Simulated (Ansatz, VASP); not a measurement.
# Two plane-wave programs on KBr

```
CELL_PARAMETERS angstrom
0.00000 3.10874 3.34884
3.10874 0.00000 3.34884
3.10874 3.10874 0.00000
ATOMIC_POSITIONS crystal
K 0.00000 0.00000 0.00000
Br 0.50000 0.50000 0.50000
```

Change from the starting cell: epitaxial_xy strain -5.9%.

Alike in both runs: task single point; functional HSE06; k mesh 4 × 4 × 4; no spin polarisation.

|  | VASP | Ansatz |
| --- | --- | --- |
| version | VASP 6.6.1 | Ansatz 0.2.0 |
| potentials or method | VASP PAW PBE potentials, release 64 (K_sv, Br) | plane waves, PAW |
| plane-wave cutoff (eV) | 520 | 420 |
| occupations | gaussian, width 0.01 eV | fixed |
| valence electrons in the cell | 16 | 16 |

```tsv
	VASP	Ansatz	Ansatz less VASP
gap on the k mesh at the Fermi level (eV)	5.87	5.88	+0.005
pressure (GPa)	3.1	3.0	-0.06
traceless stress, the component that is largest in VASP (GPa)	-2.46	-2.43	+0.035
```

Ansatz's warnings: stress exchange threshold loose, stress scf threshold loose.

The k mesh is coarse, so the values compare programs but aren't converged.
